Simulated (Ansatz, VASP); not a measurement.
## One calculation of Hf, two programs

```
Hf
1.0
    -1.53674    1.53674    1.53674
     1.53674   -1.53674    1.53674
     1.53674    1.53674   -1.53674
Hf
1
Direct
  0.00000 0.00000 0.00000
```

Change from the starting cell: volume scaled by 0.65, norm-conserving files.

Alike in both runs: task single point; functional PBE; k mesh 17 × 17 × 17; occupations fermi-dirac, width 0.08 eV; no spin polarisation.

```csv
,VASP,Ansatz
version,VASP 6.6.1,Ansatz 0.2.0
potentials or method,"VASP PAW PBE potentials, release 64 (Hf_pv)","norm-conserving pseudopotentials, scalar-relativistic"
plane-wave cutoff (eV),520,1143
valence electrons in the cell,10,26
```

VASP gave:

| Item | Value |
| --- | --- |
| pressure (GPa) | 86.2 |

Q: What did Ansatz give for the same quantities?

A: Pressure (GPa): 86.8.

Both programs put the cell under a high pressure, so it lies far from rest at this level. VASP's potentials hold 10 valence electrons a cell and Ansatz's 26, so a difference there can come from the potentials and not from the codes.

Neither program's run includes spin-orbit coupling. Noted on VASP's run: the cell as given lies far from equilibrium.
